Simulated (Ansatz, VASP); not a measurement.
## KI: VASP beside Ansatz

The input INCAR:

```
SYSTEM = KI
  PREC = Accurate
  ENCUT = 520
  EDIFF = 1E-6
  ISMEAR = 0
  SIGMA = 0.05
  LREAL = .FALSE.
  LASPH = .TRUE.
  NELM = 80
  ALGO = Normal
  ISIF = 2
  LWAVE = .FALSE.
  LCHARG = .FALSE.
  GGA = PE
  NBANDS = 15
```

File KPOINTS:

```
Automatic mesh
0
G
  6 6 6
  0 0 0
```

File POSCAR:

```
KI
1.0
    0.0000000000      3.6831074658      3.5873258652
    3.6831074658      0.0000000000      3.5873258652
    3.6831074658      3.6831074658      0.0000000000
K I
1 1
Direct
   -0.0711393416     -0.0711393416      0.0711393416
    0.5219174889      0.5219174889      0.4780825111
```

Input for Ansatz:

```yaml
crystal:
  lattice:
    - [0.0, 3.6831074658, 3.5873258652]
    - [3.6831074658, 0.0, 3.5873258652]
    - [3.6831074658, 3.6831074658, 0.0]
  atoms:
    - { symbol: K, position: [-0.0711393416, -0.0711393416, 0.0711393416] }
    - { symbol: I, position: [0.5219174889, 0.5219174889, 0.4780825111] }
basis:
  ecutwfc: 420
kpoints:
  mp_grid: { grid: [6, 6, 6] }
hamiltonian:
  xc: pbe
scf:
  occupations: { method: gaussian, width: 0.05 }
output:
  forces: true
  stress: true
  eigenvalues: true
```

Change from the starting cell: mode 6 frozen in at -0.510 Å, equal normal strain along x and y +0.0267.

Alike in both runs: task single point; functional PBE; k mesh 6 × 6 × 6; occupations gaussian, width 0.05 eV; no spin polarisation.

|  | VASP | Ansatz |
| --- | --- | --- |
| version | VASP 6.6.1 | Ansatz 0.2.0 |
| potentials or method | VASP PAW PBE potentials, release 64 (K_sv, I), cutoff 520 eV | scalar-relativistic, plane waves, PAW |
| valence electrons in the cell | 16 | 26 |

VASP gave:

| Property | Result |
| --- | --- |
| gap on the k mesh at the Fermi level (eV) | 3.80 |
| least direct gap on the mesh (eV) | 3.80 |
| pressure (GPa) | 1.6 |
| traceless stress, the component that is largest in VASP (GPa) | 4.53 |
| rms of the force components (eV/Å) | 0.851 |

Problem. Estimate Ansatz's values.

Solution. gap on the k mesh at the Fermi level (eV): 3.81; least direct gap on the mesh (eV): 3.81; pressure (GPa): 1.5; traceless stress, the component that is largest in VASP (GPa): 4.49; rms of the force components (eV/Å): 0.842.

Atom by atom the forces differ by 0.009 eV/Å (rms over components). With one functional, cell and mesh, what is left measures potentials, basis and numerics. VASP's potentials hold 16 valence electrons a cell and Ansatz's 26, so a difference there can come from the potentials and not from the codes.

Spin-orbit coupling is off throughout.
